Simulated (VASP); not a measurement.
# LiW (Fd-3m) in VASP: settings compared

The runs below take LiW through relaxation of cell and atoms, with LDA, r2SCAN.

Program: VASP 6.6.1. These are calculated values, not measurements. Logs are shortened: lines on timing, memory, paths and dates and some standing lists are left out, and cuts for length are marked.

### Step 1. The cell of the first run

It takes space group Fd-3m (No. 227, cubic). Conventional cell: a = 6.272 Å, b = 6.272 Å, c = 6.272 Å, α = 90.00°, β = 90.00°, γ = 90.00°. Li (site symmetry -43m) has 4 Li at 2.72 Å and 10 W at 2.72 to 3.14 Å within 3.6 Å. Within 3.6 Å of W (site symmetry -43m) lie 10 Li at 2.72 to 3.14 Å and 4 W at 2.72 Å.

### Step 2. Relaxation of cell and atoms, LDA

Input file INCAR:

```
ALGO = Normal ; EDIFF = 1E-6
EDIFFG = -0.01 ; ENCUT = 600
GGA = CA ; IBRION = 2
ISIF = 3 ; ISMEAR = 0
LASPH = True ; LCHARG = False
LREAL = False ; LWAVE = False
NELM = 80 ; NSW = 60
PREC = Accurate ; SIGMA = 0.0753
```

Input file KPOINTS:

```
k-points
0
Gamma
  5 5 5
```

Input file POSCAR:

```
LiW
1.0
    0.0000000000      3.1357540000      3.1357540000
    3.1357540000      0.0000000000      3.1357540000
    3.1357540000      3.1357540000      0.0000000000
Li W
2 2
Direct
    0.0000000000      0.0000000000      0.0000000000
    0.2500000000      0.2500000000      0.2500000000
    0.5000000000      0.5000000000      0.5000000000
    0.7500000000      0.7500000000      0.7500000000
```

Potentials or basis: VASP PAW LDA potentials, release 64 (Li_sv, W_sv).

Started as:

```bash
cat potpaw_LDA.64/Li_sv/POTCAR potpaw_LDA.64/W_sv/POTCAR > POTCAR
mpirun -np 1 vasp_std > vasp.out
```

OUTCAR:

```text
EDIFF = 1E-6
   EDIFFG = -0.01
   ENCUT = 600
   GGA = CA
   IBRION = 2
   ISIF = 3
   ISMEAR = 0
   LASPH = True
   LREAL = False
   NELM = 80
   NSW = 60
   PREC = Accurate

 ion  position               nearest neighbor table
   1  0.000  0.000  0.000-   4 2.72   4 2.72   4 2.72   4 2.72
   2  0.250  0.250  0.250-   3 2.72   3 2.72   3 2.72   3 2.72
   3  0.500  0.500  0.500-   2 2.72   2 2.72   2 2.72   4 2.72   4 2.72   4 2.72   4 2.72   2 2.72

   4  0.750  0.750  0.750-   3 2.72   3 2.72   3 2.72   1 2.72   1 2.72   1 2.72   3 2.72   1 2.72

  LATTYP: Found a face centered cubic cell.
 ALAT       =     6.2715080000

  Lattice vectors:

 A1 = (   0.0000000000,   3.1357540000,   3.1357540000)
 A2 = (   3.1357540000,   0.0000000000,   3.1357540000)
 A3 = (   3.1357540000,   3.1357540000,   0.0000000000)

Analysis of symmetry for initial positions (statically):
=====================================================================
 Subroutine PRICEL returns:
 Original cell was already a primitive cell.

 Routine SETGRP: Setting up the symmetry group for a
 face centered cubic supercell.

 Subroutine GETGRP returns: Found 48 space group operations
 (whereof 24 operations were pure point group operations)
 out of a pool of 48 trial point group operations.

The static configuration has the point symmetry T_d .
 The point group associated with its full space group is O_h .

Analysis of symmetry for dynamics (positions and initial velocities):
=====================================================================
 Subroutine PRICEL returns:
 Original cell was already a primitive cell.

 Routine SETGRP: Setting up the symmetry group for a
 face centered cubic supercell.

 Subroutine GETGRP returns: Found 48 space group operations
 (whereof 24 operations were pure point group operations)
 out of a pool of 48 trial point group operations.

The dynamic configuration has the point symmetry T_d .
 The point group associated with its full space group is O_h .

 Subroutine INISYM returns: Found 48 space group operations
 (whereof 24 operations are pure point group operations),
 and found     1 'primitive' translations

----------------------------------------------------------------------------------------

                                     Primitive cell

  volume of cell :      61.6674

  direct lattice vectors                    reciprocal lattice vectors
     0.000000000  3.135754000  3.135754000    -0.159451283  0.159451283  0.159451283
     3.135754000  0.000000000  3.135754000     0.159451283 -0.159451283  0.159451283
[... 65 lines left out ...]
   PREC   = accura    normal or accurate (medium, high low for compatibility)
   ISTART =      0    job   : 0-new  1-cont  2-samecut
   ICHARG =      2    charge: 1-file 2-atom 10-const
   ISPIN  =      1    spin polarized calculation?
   LNONCOLLINEAR =      F non collinear calculations
   LSORBIT =      F    spin-orbit coupling
   LASPH  =      T    aspherical Exc in radial PAW
   ENCUT  =  600.0 eV  44.10 Ry    6.64 a.u.   8.86  8.86  8.86*2*pi/ulx,y,z
   NELM   =     80;   NELMIN=  2; NELMDL= -5     # of ELM steps
   EDIFF  = 0.1E-05   stopping-criterion for ELM
   LREAL  =      F    real-space projection
   EDIFFG = -.1E-01   stopping-criterion for IOM
   NSW    =     60    number of steps for IOM
   IBRION =      2    ionic relax: 0-MD 1-quasi-New 2-CG
   NFREE  =      1    steps in history (QN), initial steepest desc. (CG)
   ISIF   =      3    stress and relaxation
   ISYM   =      2    0-nonsym 1-usesym 2-fastsym
   POTIM  = 0.5000    time-step for ionic-motion
   TEBEG  =    0.0;   TEEND  =   0.0 temperature during run
   PSTRESS=    0.0 pullay stress
   NELECT =      34.0000    total number of electrons
   NUPDOWN=      -1.0000    fix difference up-down
   EMIN   =  10.00;   EMAX   =-10.00  energy-range for DOS
   EFERMI =   0.00;   METHOD = LEGACY
   ISMEAR =     0;   SIGMA  =   0.08  broadening in eV -4-tet -1-fermi 0-gaus
   EFERMI_NEDOS =   21; number of points for ismear=-14 and -15
   IALGO  =     38    algorithm
   IMIX   =      4    mixing-type and parameters
     AMIX     =   0.40;   BMIX     =  1.00
     AMIX_MAG =   1.60;   BMIX_MAG =  1.00
  volume/ion in A,a.u.               =      15.42       104.04
  Fermi-wavevector in a.u.,A,eV,Ry     =   1.342402  2.536771 24.518274  1.802042
  Thomas-Fermi vector in A             =   2.470558
   LORBIT       =      0    0 simple, 1 ext, 2 COOP (PROOUT), +10 PAW based schemes
   GGA     = CA    functional components
   LHFCALC =     F    Hartree Fock is set to
   AEXX    =    0.0000 exact exchange contribution
   IVDW    =     0    specifies the selected vdW correction
   LEPSILON=     F    determine dielectric tensor
   LRPA    =     F    only Hartree local field effects (RPA)
 conjugate gradient relaxation of ions
 non-spin polarized calculation
 Gauss-broadening in eV      SIGMA  =   0.08
  energy-cutoff  :      600.00
  volume of cell :       61.67
 maximum number of plane-waves:      2085
   NGX = 17   NGY = 17   NGZ = 17

--------------------------------------- Ionic step        1  -------------------------------------------

 number of electron      34.0000010 magnetization

 Free energy of the ion-electron system (eV)
  ---------------------------------------------------
  ext. energy  EPLUGINS =         0.00000000
  ---------------------------------------------------
  free energy    TOTEN  =       -29.47469419 eV

  energy without entropy =      -29.46468412  energy(sigma->0) =      -29.46968915

------------------------ aborting loop because EDIFF is reached ----------------------------------------

  FORCE on cell =-STRESS in cart. coord.  units (eV):
  Direction    XX          YY          ZZ          XY          YZ          ZX
  --------------------------------------------------------------------------------------
  -------------------------------------------------------------------------------------
  Total       -4.0168563     -4.0168563     -4.0168563      0.0000000      0.0000000      0.0000000
  in kB     -104.3616486   -104.3616486   -104.3616486      0.0000000      0.0000000      0.0000000
  external PRESSURE =    -104.3616486 kB  Pullay stress =       0.0000000 kB
[... 63 lines left out ...]
--------------------------------------- Ionic step        3  -------------------------------------------

 number of electron      33.9999998 magnetization

 Free energy of the ion-electron system (eV)
  ---------------------------------------------------
  ext. energy  EPLUGINS =         0.00000000
  ---------------------------------------------------
  free energy    TOTEN  =       -29.66252383 eV

  energy without entropy =      -29.65381586  energy(sigma->0) =      -29.65816985

 E-fermi :   6.5084     XC(G=0): -11.6177

 val. band max:        6.4755632522   @ k =   0.2000   0.2000   0.0000
 cond. band min:       6.5568719639   @ k =  -0.4000   0.4000   0.0000
 fundamental gap:      0.0813087117
 Fermi energy:         6.5084032674

 k-point     1 :       0.0000    0.0000    0.0000
  band No.  band energies     occupation
      1     -66.1535      2.00000
      2     -65.9588      2.00000
      3     -37.2826      2.00000
      4     -37.2087      2.00000
      5     -30.8899      2.00000
      6     -30.8899      2.00000
[... 260 lines left out ...]
  FREE ENERGIE OF THE ION-ELECTRON SYSTEM (eV)
  ---------------------------------------------------
  free  energy   TOTEN  =       -29.6625238280 eV

  energy  without entropy=      -29.6538158622  energy(sigma->0) =      -29.65816985

 reached required accuracy - stopping structural energy minimisation
```

OSZICAR:

```text
N       E                     dE             d eps       ncg     rms          rms(c)
DAV:   1     0.359820144452E+03    0.35982E+03   -0.21067E+04   420   0.195E+03
DAV:   2    -0.121871382268E+02   -0.37201E+03   -0.36653E+03   455   0.529E+02
DAV:   3    -0.303329310677E+02   -0.18146E+02   -0.17514E+02   787   0.965E+01
[... 27 lines left out ...]
DAV:   5    -0.296622976437E+02    0.91911E-02   -0.67211E-02   445   0.171E+00    0.628E-01
DAV:   6    -0.296635168855E+02   -0.12192E-02   -0.98251E-03   458   0.689E-01    0.382E-01
DAV:   7    -0.296625176956E+02    0.99919E-03   -0.41500E-03   460   0.433E-01    0.248E-02
DAV:   8    -0.296625232684E+02   -0.55728E-05   -0.14710E-04   624   0.766E-02    0.318E-03
DAV:   9    -0.296625238280E+02   -0.55962E-06   -0.67896E-06   499   0.132E-02
   3 F= -.29662524E+02 E0= -.29658170E+02  d E =-.187830E+00
```

CONTCAR:

```text
LiW
   1.00000000000000
    -0.0000000000000000    3.0427458779705181    3.0427458779705181
     3.0427458779705181    0.0000000000000000    3.0427458779705181
     3.0427458779705181    3.0427458779705181    0.0000000000000000
  Li              W
     2     2
Direct
     0.0000000000000000    0.0000000000000000    0.0000000000000000
     0.2500000000000000    0.2500000000000000    0.2500000000000000
     0.5000000000000000    0.5000000000000000    0.5000000000000000
     0.7500000000000000    0.7500000000000000    0.7500000000000000

  0.00000000E+00  0.00000000E+00  0.00000000E+00
  0.00000000E+00  0.00000000E+00  0.00000000E+00
  0.00000000E+00  0.00000000E+00  0.00000000E+00
  0.00000000E+00  0.00000000E+00  0.00000000E+00
```

It took 18 s on 1 thread of Intel Xeon 6975P-C (Granite Rapids), shared host; peak memory 0.18 GiB.

What came out:

| Item | Value |
| --- | --- |
| Free energy | -29.6625 eV |
| Relaxed volume | 14.09 Å³/atom |
| Relaxed cell | a = 4.303 Å, b = 4.303 Å, c = 4.303 Å, α = 60.00°, β = 60.00°, γ = 60.00° |
| Space group after relaxing (to 0.05 Å) | Fd-3m (No. 227) |
| Energy gained by relaxing | 47.0 meV/atom |
| Ionic steps | 3 |
| Pressure after relaxing | -0.1 GPa |
| Band gap on the k mesh | zero (band 17 reaches 6.65 eV, above the bottom of band 18 at 6.48 eV) |

Step by step:
| step | energy change (eV) | largest force (eV/Å) | pressure (GPa) | volume (Å³) |
| --- | --- | --- | --- | --- |
| 1 | 0.0000 | 0.0000 | -10.44 | 61.67 |
| 2 | -0.1025 | 0.0000 | 9.01 | 53.13 |
| 3 | -0.1878 | 0.0000 | -0.08 | 56.34 |

Final structure:
```
Li W
1.0
     0.00000    3.04275    3.04275
     3.04275    0.00000    3.04275
     3.04275    3.04275    0.00000
Li W
2 2
Direct
  0.00000 0.00000 0.00000
  0.25000 0.25000 0.25000
  0.50000 0.50000 0.50000
  0.75000 0.75000 0.75000
```

Caveat: the cutoff is under 1.25 times the usual one of these potentials, so pressure, stress and relaxed cells hold a basis-set (Pulay) error; spin-orbit coupling is left out, which moves the levels of the heavy elements.

### Step 3. Relaxation of cell and atoms, r2SCAN

POSCAR is that of step 2.

Input file INCAR.step1:

```
SYSTEM = LiW
PREC = Accurate
ENCUT = 600
ISMEAR = 0
SIGMA = 0.0753
LREAL = .False.
LASPH = .True.
NELM = 60
GGA = PE
ALGO = Normal
EDIFF = 1E-4
LWAVE = .True.
LCHARG = .False.
```

Input file INCAR.step2:

```
SYSTEM = LiW
PREC = Accurate
ENCUT = 600
EDIFF = 1E-6
ISMEAR = 0
SIGMA = 0.0753
LREAL = .False.
LASPH = .True.
NELM = 60
ALGO = Normal
ISIF = 3
LWAVE = .False.
LCHARG = .False.
METAGGA = R2SCAN
LMIXTAU = .True.
IBRION = 2
NSW = 60
EDIFFG = -0.01
ISTART = 1
```

Input file KPOINTS:

```
regular mesh
0
Gamma
  5 5 5
  0 0 0
```

Potentials or basis: VASP PAW PBE potentials, release 64 (Li_sv, W_sv).

Started as:

```bash
cat potpaw_PBE.64/Li_sv/POTCAR potpaw_PBE.64/W_sv/POTCAR > POTCAR
cp INCAR.step1 INCAR
mpirun -np 1 vasp_std > vasp.out
cp INCAR.step2 INCAR
mpirun -np 1 vasp_std > vasp.out
```

Run time: 1.8 min. Hardware: 1 thread of Intel Xeon 6975P-C (Granite Rapids), shared host; peak memory 0.23 GiB.

It converged, with:

```
Free energy                            : -104.5890 eV
Relaxed volume                         : 14.81 Å³/atom
Relaxed cell                           : a = 4.376 Å, b = 4.376 Å, c = 4.376 Å, α = 60.00°, β = 60.00°, γ = 60.00°
Space group after relaxing (to 0.05 Å) : Fd-3m (No. 227)
Energy gained by relaxing              : 9.3 meV/atom
Ionic steps                            : 3
Pressure after relaxing                : 0.0 GPa
Band gap on the k mesh                 : zero (band 17 reaches 6.26 eV, above the bottom of band 18 at 6.09 eV)
```

Step by step:
```csv
step,energy change (eV),largest force (eV/Å),pressure (GPa),volume (Å³)
1,0.0000,0.0000,-4.77,61.67
2,-0.0199,0.0000,3.60,57.66
3,-0.0372,0.0000,-0.03,59.24
```

Final structure:
```
Li W
1.0
     0.00000    3.09410    3.09410
     3.09410    0.00000    3.09410
     3.09410    3.09410    0.00000
Li W
2 2
Direct
  0.00000 0.00000 0.00000
  0.25000 0.25000 0.25000
  0.50000 0.50000 0.50000
  0.75000 0.75000 0.75000
```

Levels at points of the mesh, in eV from the Fermi level:
```
           k point  band 15  band 16  band 17  band 18  band 19  band 20
(0.00, 0.00, 0.00)    -1.67    -1.67     0.17     0.17     0.17     4.53
```

Caveat: the cutoff is under 1.25 times the usual one of these potentials, so pressure, stress and relaxed cells hold a basis-set (Pulay) error; the PAW data sets were made with another functional, which shifts forces and pressure a little; spin-orbit coupling is left out, which moves the levels of the heavy elements.
